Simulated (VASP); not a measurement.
Pd:

```xyz
1
Lattice="2.7528 0.0000 0.0000 1.3764 2.3840 0.0000 1.3764 0.7947 2.2476" Properties=species:S:1:pos:R:3 pbc="T T T"
Pd    0.0000    0.0000    0.0000
```

| Property | Result |
| --- | --- |
| Program | VASP 6.6.1 |
| Task | relaxation of cell and atoms |
| Functional | LDA |
| Potentials or basis | VASP PAW LDA potentials, release 64 (Pd) |
| Cutoff | 500 eV |
| k mesh | 11 × 11 × 11 |
| Occupations | methfessel-paxton, width 0.1 eV |
| Spin | no spin polarisation |

At the start: pressure -7.8 GPa; volume 14.75 Å³/atom.

How do energy, volume and symmetry change on relaxing?

Over 3 steps the energy falls by 14.1 meV/atom and the volume is 14.20 Å³/atom (-3.7 %); space group Fm-3m (No. 225, to 0.05 Å).

Step by step:
| step | energy change (eV) | largest force (eV/Å) | pressure (GPa) | volume (Å³) |
| --- | --- | --- | --- | --- |
| 1 | 0.0000 | 0.0000 | -7.81 | 14.75 |
| 2 | 0.0347 | 0.0000 | 18.17 | 13.27 |
| 3 | -0.0141 | 0.0000 | -0.18 | 14.20 |

Final structure:
```
Pd
1.0
     2.71839    0.00000    0.00000
     1.35920    2.35420    0.00000
     1.35920    0.78473    2.21956
Pd
1
Direct
  0.00000 0.00000 0.00000
```
